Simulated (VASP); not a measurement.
# Y (Pm-3m) in VASP: further runs

Runs on Y. Level: LDA. Tasks: single point.

Program: VASP 6.6.1. These are calculated values, not measurements. Logs are shortened: lines on timing, memory, paths and dates and some standing lists are left out, and cuts for length are marked.

### Step 1. The cell of the first run

It takes space group Pm-3m (No. 221, cubic). Conventional cell: a = 2.559 Å, b = 2.559 Å, c = 2.559 Å, α = 90.00°, β = 90.00°, γ = 90.00°. Within 3.4 Å of Y (site symmetry m-3m) lie 6 Y at 2.56 Å.

### Step 2. Single point, LDA

Contents of INCAR:

```
SYSTEM = Y
  PREC = Accurate
  ENCUT = 520
  EDIFF = 1E-6
  ISMEAR = 1
  SIGMA = 0.1
  LREAL = .FALSE.
  LASPH = .TRUE.
  NELM = 60
  ALGO = Normal
  ISIF = 2
  LWAVE = .FALSE.
  LCHARG = .TRUE.
  LELF = .TRUE.
  LVHAR = .TRUE.
  NBANDS = 12
```

Contents of KPOINTS:

```
regular mesh
0
G
  7 7 7
  0 0 0
```

Contents of POSCAR:

```
Y
1.0
    2.5594967775      0.0000000000      0.0000000000
    0.0000000000      2.5594967775      0.0000000000
    0.0000000000      0.0000000000      2.5594967775
Y
1
Direct
    0.0000000000      0.0000000000      0.0000000000
```

Potentials or basis: VASP PAW LDA potentials, release 64 (Y_sv).

The run is started by

```console
$ cat potpaw_LDA.64/Y_sv/POTCAR > POTCAR
$ mpirun -np 1 vasp_std > vasp.out
```

OUTCAR:

```text
SYSTEM = Y
   PREC = Accurate
   ENCUT = 520
   EDIFF = 1E-6
   ISMEAR = 1
   LREAL = .FALSE.
   LASPH = .TRUE.
   NELM = 60
   ISIF = 2

 ion  position               nearest neighbor table
   1  0.000  0.000  0.000-

  LATTYP: Found a simple cubic cell.
 ALAT       =     2.5594967775

  Lattice vectors:

 A1 = (   2.5594967775,   0.0000000000,   0.0000000000)
 A2 = (   0.0000000000,   2.5594967775,   0.0000000000)
 A3 = (   0.0000000000,   0.0000000000,   2.5594967775)

Analysis of symmetry for initial positions (statically):
=====================================================================
 Subroutine PRICEL returns:
 Original cell was already a primitive cell.

 Routine SETGRP: Setting up the symmetry group for a
 simple cubic supercell.

 Subroutine GETGRP returns: Found 48 space group operations
 (whereof 48 operations were pure point group operations)
 out of a pool of 48 trial point group operations.

The static configuration has the point symmetry O_h .

Analysis of symmetry for dynamics (positions and initial velocities):
=====================================================================
 Subroutine PRICEL returns:
 Original cell was already a primitive cell.

 Routine SETGRP: Setting up the symmetry group for a
 simple cubic supercell.

 Subroutine GETGRP returns: Found 48 space group operations
 (whereof 48 operations were pure point group operations)
 out of a pool of 48 trial point group operations.

The dynamic configuration has the point symmetry O_h .

 Subroutine INISYM returns: Found 48 space group operations
 (whereof 48 operations are pure point group operations),
 and found     1 'primitive' translations

----------------------------------------------------------------------------------------

                                     Primitive cell

  volume of cell :      16.7673

  direct lattice vectors                    reciprocal lattice vectors
     2.559496778  0.000000000  0.000000000     0.390701801  0.000000000  0.000000000
     0.000000000  2.559496778  0.000000000     0.000000000  0.390701801  0.000000000
     0.000000000  0.000000000  2.559496778     0.000000000  0.000000000  0.390701801

  length of vectors
     2.559496778  2.559496778  2.559496778     0.390701801  0.390701801  0.390701801

  position of ions in fractional coordinates (direct lattice)
     0.000000000  0.000000000  0.000000000

  ion indices of the primitive-cell ions
   primitive index   ion index
                 1           1

----------------------------------------------------------------------------------------

 KPOINTS: regular mesh

Automatic generation of k-mesh.
 Grid dimensions read from file:
 generate k-points for:    7    7    7

 Generating k-lattice:

  Cartesian coordinates                     Fractional coordinates (reciprocal lattice)
     0.055814543  0.000000000  0.000000000     0.142857143  0.000000000  0.000000000
     0.000000000  0.055814543  0.000000000     0.000000000  0.142857143  0.000000000
     0.000000000  0.000000000  0.055814543     0.000000000  0.000000000  0.142857143

  Length of vectors
     0.055814543  0.055814543  0.055814543

  Shift w.r.t. Gamma in fractional coordinates (k-lattice)
     0.000000000  0.000000000  0.000000000

 Subroutine IBZKPT returns following result:
 ===========================================

 Found     20 irreducible k-points:

 Following reciprocal coordinates:
            Coordinates               Weight
  0.000000  0.000000  0.000000      1.000000
  0.142857  0.000000  0.000000      6.000000
  0.285714  0.000000  0.000000      6.000000
  0.428571  0.000000  0.000000      6.000000
  0.142857  0.142857  0.000000     12.000000
  0.285714  0.142857  0.000000     24.000000
[... 12 lines left out ...]
  0.428571  0.428571  0.285714     24.000000
  0.428571  0.428571  0.428571      8.000000
   k-points           NKPTS =     20   k-points in BZ     NKDIM =     20   number of bands    NBANDS=     12
   number of dos      NEDOS =    301   number of ions     NIONS =      1
   total plane-waves  NPLWV =   8000
   dimension x,y,z NGX =    20 NGY =   20 NGZ =   20
   dimension x,y,z NGXF=    40 NGYF=   40 NGZF=   40
   ions per type =               1
   NGX,Y,Z   is equivalent  to a cutoff of  12.99, 12.99, 12.99 a.u.
   NGXF,Y,Z  is equivalent  to a cutoff of  25.98, 25.98, 25.98 a.u.
 SYSTEM =  Y
   PREC   = accura    normal or accurate (medium, high low for compatibility)
   ISTART =      0    job   : 0-new  1-cont  2-samecut
   ICHARG =      2    charge: 1-file 2-atom 10-const
   ISPIN  =      1    spin polarized calculation?
   LNONCOLLINEAR =      F non collinear calculations
   LSORBIT =      F    spin-orbit coupling
   LASPH  =      T    aspherical Exc in radial PAW
   ENCUT  =  520.0 eV  38.22 Ry    6.18 a.u.   4.76  4.76  4.76*2*pi/ulx,y,z
   NELM   =     60;   NELMIN=  2; NELMDL= -5     # of ELM steps
   EDIFF  = 0.1E-05   stopping-criterion for ELM
   LREAL  =      F    real-space projection
   EDIFFG = 0.1E-04   stopping-criterion for IOM
   NSW    =      0    number of steps for IOM
   IBRION =     -1    ionic relax: 0-MD 1-quasi-New 2-CG
   NFREE  =      0    steps in history (QN), initial steepest desc. (CG)
   ISIF   =      2    stress and relaxation
   ISYM   =      2    0-nonsym 1-usesym 2-fastsym
   POTIM  = 0.5000    time-step for ionic-motion
   TEBEG  =    0.0;   TEEND  =   0.0 temperature during run
   PSTRESS=    0.0 pullay stress
   NELECT =      11.0000    total number of electrons
   NUPDOWN=      -1.0000    fix difference up-down
   EMIN   =  10.00;   EMAX   =-10.00  energy-range for DOS
   EFERMI =   0.00;   METHOD = LEGACY
   ISMEAR =     1;   SIGMA  =   0.10  broadening in eV -4-tet -1-fermi 0-gaus
   EFERMI_NEDOS =   21; number of points for ismear=-14 and -15
   IALGO  =     38    algorithm
   IMIX   =      4    mixing-type and parameters
     AMIX     =   0.40;   BMIX     =  1.00
     AMIX_MAG =   1.60;   BMIX_MAG =  1.00
  volume/ion in A,a.u.               =      16.77       113.15
  Fermi-wavevector in a.u.,A,eV,Ry     =   1.422496  2.688128 27.531330  2.023496
  Thomas-Fermi vector in A             =   2.543194
   LORBIT       =      0    0 simple, 1 ext, 2 COOP (PROOUT), +10 PAW based schemes
   GGA     = CA    functional components
   LHFCALC =     F    Hartree Fock is set to
   AEXX    =    0.0000 exact exchange contribution
   IVDW    =     0    specifies the selected vdW correction
   LEPSILON=     F    determine dielectric tensor
   LRPA    =     F    only Hartree local field effects (RPA)
 non-spin polarized calculation
 Methfessel and Paxton  Order N= 1 SIGMA  =   0.10
  energy-cutoff  :      520.00
  volume of cell :       16.77
 maximum number of plane-waves:       461
 NGX is ok and might be reduce to    20
   NGX =  9   NGY =  9   NGZ =  9

 number of electron      11.0000000 magnetization

 Free energy of the ion-electron system (eV)
  ---------------------------------------------------
  ext. energy  EPLUGINS =         0.00000000
  ---------------------------------------------------
  free energy    TOTEN  =        -4.61406066 eV

  energy without entropy =       -4.61510751  energy(sigma->0) =       -4.61440961

 E-fermi :   6.7542     XC(G=0): -12.5957

 val. band max:        6.7283604048   @ k =   0.1429   0.1429   0.0000
 cond. band min:       6.9382402301   @ k =   0.1429   0.1429   0.1429
 fundamental gap:      0.2098798253
 Fermi energy:         6.7541672520

 k-point     1 :       0.0000    0.0000    0.0000
  band No.  band energies     occupation
      1     -35.9428      2.00000
      2     -13.4546      2.00000
      3     -13.4546      2.00000
      4     -13.4546      2.00000
      5       2.7380      2.00000
      6       4.6939      2.00000
      7       4.6939      2.00000
      8      17.5127      0.00000
      9      17.5127      0.00000
     10      17.5127      0.00000
     11      24.0374      0.00000
     12      24.0374      0.00000

 k-point     2 :       0.1429    0.0000    0.0000
  band No.  band energies     occupation
      1     -35.7994      2.00000
      2     -14.4950      2.00000
      3     -13.3641      2.00000
      4     -13.3641      2.00000
      5       3.4468      2.00000
      6       4.9371      2.00000
      7       6.1252      2.00000
      8      15.6398      0.00000
      9      15.6398      0.00000
     10      17.6438      0.00000
     11      21.6271      0.00000
     12      25.7885      0.00000

 k-point     3 :       0.2857    0.0000    0.0000
  band No.  band energies     occupation
      1     -35.4579      2.00000
      2     -16.4467      2.00000
      3     -13.1540      2.00000
      4     -13.1540      2.00000
      5       4.7136      2.00000
      6       5.5510      2.00000
      7       9.2463      0.00000
      8      13.0338      0.00000
      9      13.0338      0.00000
     10      17.9554      0.00000
     11      19.3553      0.00000
     12      22.1884      0.00000

 k-point     4 :       0.4286    0.0000    0.0000
  band No.  band energies     occupation
      1     -35.1617      2.00000
      2     -17.7865      2.00000
      3     -12.9784      2.00000
      4     -12.9784      2.00000
      5       6.1364      2.00000
      6       6.1381      2.00000
      7       9.9370      0.00000
      8      11.5112      0.00000
      9      11.5112      0.00000
     10      18.2248      0.00000
     11      19.8394      0.00000
     12      21.8872      0.00000

 k-point     5 :       0.1429    0.1429    0.0000
  band No.  band energies     occupation
      1     -35.6572      2.00000
      2     -14.4387      2.00000
      3     -14.3353      2.00000
      4     -13.2748      2.00000
      5       4.1488      2.00000
      6       5.8944      2.00000
      7       6.7284      1.42108
      8      13.7155      0.00000
      9      15.4785      0.00000
     10      16.2180      0.00000
     11      22.7199      0.00000
     12      23.5969      0.00000
[... 168 lines left out ...]
      1     -34.5317      2.00000
      2     -15.6936      2.00000
      3     -15.5407      2.00000
      4     -15.5407      2.00000
      5       5.3492      2.00000
      6       7.9493     -0.00000
      7       7.9493     -0.00000
      8      12.9901      0.00000
      9      12.9901      0.00000
     10      16.0787      0.00000
     11      21.2668      0.00000
     12      28.1008      0.00000

 k-point    18 :       0.4286    0.2857    0.2857
  band No.  band energies     occupation
      1     -34.2542      2.00000
      2     -16.8461      2.00000
      3     -15.3861      2.00000
      4     -15.3035      2.00000
      5       4.5239      2.00000
      6       6.3161      2.00000
      7       8.0014     -0.00000
      8      13.2757      0.00000
      9      15.1391      0.00000
     10      18.9493      0.00000
     11      20.4650      0.00000
     12      25.8656      0.00000

 k-point    19 :       0.4286    0.4286    0.2857
  band No.  band energies     occupation
      1     -33.9825      2.00000
      2     -16.5812      2.00000
      3     -16.5619      2.00000
      4     -15.1116      2.00000
      5       3.4976      2.00000
      6       6.3269      2.00000
      7       6.5213      2.00480
      8      14.4585      0.00000
      9      16.6289      0.00000
     10      19.3097      0.00000
     11      22.1701      0.00000
     12      25.8213      0.00000

 k-point    20 :       0.4286    0.4286    0.4286
  band No.  band energies     occupation
      1     -33.7159      2.00000
      2     -16.3286      2.00000
      3     -16.3053      2.00000
      4     -16.3053      2.00000
      5       4.2868      2.00000
      6       4.7421      2.00000
      7       4.7421      2.00000
      8      13.9465      0.00000
      9      19.7292      0.00000
     10      19.7292      0.00000
     11      24.2369      0.00000
     12      28.3255      0.00000

------------------------ aborting loop because EDIFF is reached ----------------------------------------

  FORCE on cell =-STRESS in cart. coord.  units (eV):
  Direction    XX          YY          ZZ          XY          YZ          ZX
  --------------------------------------------------------------------------------------
  -------------------------------------------------------------------------------------
  Total        6.3031862      6.3031862      6.3031862      0.0000000      0.0000000      0.0000000
  in kB      602.2918056    602.2918056    602.2918056      0.0000000      0.0000000      0.0000000
  external PRESSURE =     602.2918056 kB  Pullay stress =       0.0000000 kB

 VOLUME and BASIS-vectors are now :
 -----------------------------------------------------------------------------
  energy-cutoff  :      520.00
  volume of cell :       16.77
      direct lattice vectors                 reciprocal lattice vectors
     2.559496778  0.000000000  0.000000000     0.390701801  0.000000000  0.000000000
     0.000000000  2.559496778  0.000000000     0.000000000  0.390701801  0.000000000
     0.000000000  0.000000000  2.559496778     0.000000000  0.000000000  0.390701801

 POSITION                                       TOTAL-FORCE (eV/Angst)
 -----------------------------------------------------------------------------------
      0.00000      0.00000      0.00000         0.000000      0.000000      0.000000
 -----------------------------------------------------------------------------------
    total drift:                                0.000000      0.000000      0.000000

  FREE ENERGIE OF THE ION-ELECTRON SYSTEM (eV)
  ---------------------------------------------------
  free  energy   TOTEN  =        -4.6140606588 eV

  energy  without entropy=       -4.6151075101  energy(sigma->0) =       -4.61440961
```

Run time: 4.8 s. Hardware: 1 thread of Intel Xeon 6975P-C, shared host; peak memory 0.13 GiB.

What came out:

```
Free energy : -4.6141 eV
Pressure    : 60.2 GPa
```

Levels at points of the mesh, in eV from the Fermi level:
```csv
k point,band 1,band 2,band 3,band 4,band 5,band 6,band 7,band 8,band 9,band 10
"(0.00, 0.00, 0.00)",-42.70,-20.21,-20.21,-20.21,-4.02,-2.06,-2.06,10.76,10.76,10.76
```

(Part 1 of 2 ends here.)
